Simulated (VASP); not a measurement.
The system is TiO2.

```
Ti O
1.0
    -1.89944    1.89944    4.85009
     1.89944   -1.89944    4.85009
     1.89944    1.89944   -4.85009
Ti O
2 4
Direct
  0.00000 0.00000 0.00000
  0.75000 0.25000 0.50000
  0.20646 0.20646 0.00000
  0.95646 0.45646 0.50000
  0.54354 0.04354 0.50000
  0.79354 0.79354 0.00000
```

| Property | Result |
| --- | --- |
| Program | VASP 6.6.1 |
| Task | relaxation of cell and atoms |
| Functional | LDA |
| Potentials or basis | VASP PAW LDA potentials, release 64 (Ti_sv, O) |
| Cutoff | 600 eV |
| k mesh | 8 × 8 × 8 |
| Occupations | fermi-dirac, width 0.02 eV |
| Spin | no spin polarisation |

At the start: pressure -10.5 GPa; volume 11.67 Å³/atom.

Task: How do energy, volume and symmetry change on relaxing?

Result: Over 13 steps the energy falls by 20.0 meV/atom and the volume is 11.06 Å³/atom (-5.2 %); space group I4_1/amd (No. 141, to 0.1 Å) before and after.

The path:
```csv
step,energy change (eV),largest force (eV/Å),pressure (GPa),volume (Å³)
1,0.0000,0.1828,-10.53,69.99
2,0.1077,0.7012,17.55,62.51
3,-0.1151,0.1459,-0.30,66.73
4,-0.1152,0.1533,-0.09,66.67
5,-0.1174,0.0174,0.03,66.52
6,-0.1174,0.0284,0.02,66.54
7,-0.1181,0.0217,-0.04,66.53
8,-0.1195,0.0010,-0.32,66.49
9,-0.1184,0.0364,-0.77,66.42
10,-0.1197,0.0086,-0.41,66.47
11,-0.1192,0.0328,0.84,66.09
12,-0.1199,0.0051,0.02,66.35
13,-0.1199,0.0045,-0.03,66.35
```

Final structure:
```xyz
6
Lattice="-1.8729 1.8729 4.7288 1.8729 -1.8729 4.7288 1.8729 1.8729 -4.7288" Properties=species:S:1:pos:R:3 pbc="T T T"
Ti    0.0000    0.0000    0.0000
Ti    0.0000    1.8729    2.3644
O     0.0000    0.0000    1.9686
O     0.0000    1.8729    4.3330
O     0.0000    1.8729    0.3958
O     0.0000    0.0000    7.4889
```
